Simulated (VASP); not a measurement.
The system is OsRu.

```
CELL_PARAMETERS angstrom
2.72701 0.00000 0.00000
-1.36351 2.36166 0.00000
0.00000 0.00000 4.30032
ATOMIC_POSITIONS crystal
Os 0.33333 0.66667 0.50000
Ru 0.00000 0.00000 0.00000
```

```yaml
Program: VASP 6.6.1
Task: relaxation of cell and atoms
Functional: PBEsol
Potentials_or_basis: VASP PAW PBE potentials, release 64 (Os, Ru_pv)
Cutoff: 600 eV
k_mesh: 14 × 14 × 8
Occupations: gaussian, width 0.05 eV
Spin: no spin polarisation
```

At the start: pressure -6.3 GPa; volume 13.85 Å³/atom.

**Question.** Where does the relaxation end?

**Answer.** Over 6 steps the energy falls by 4.5 meV/atom and the volume is 13.62 Å³/atom (-1.6 %); space group P-6m2 (No. 187, to 0.1 Å) before and after.

Step by step:
```csv
step,energy change (eV),largest force (eV/Å),pressure (GPa),volume (Å³)
1,0.0000,0.0000,-6.27,27.70
2,0.1342,0.0000,29.23,25.58
3,-0.0089,0.0000,-0.24,27.26
4,-0.0089,0.0000,0.06,27.24
5,-0.0089,0.0000,0.04,27.24
6,-0.0089,0.0000,0.05,27.24
```

Final structure:
```xyz
2
Lattice="2.7108 0.0000 0.0000 -1.3554 2.3476 0.0000 0.0000 0.0000 4.2809" Properties=species:S:1:pos:R:3 pbc="T T T"
Os    0.0000    1.5651    2.1405
Ru    2.7108    0.0000    0.0000
```

Caveat: the PAW data sets were made with another functional, which shifts forces and pressure a little.
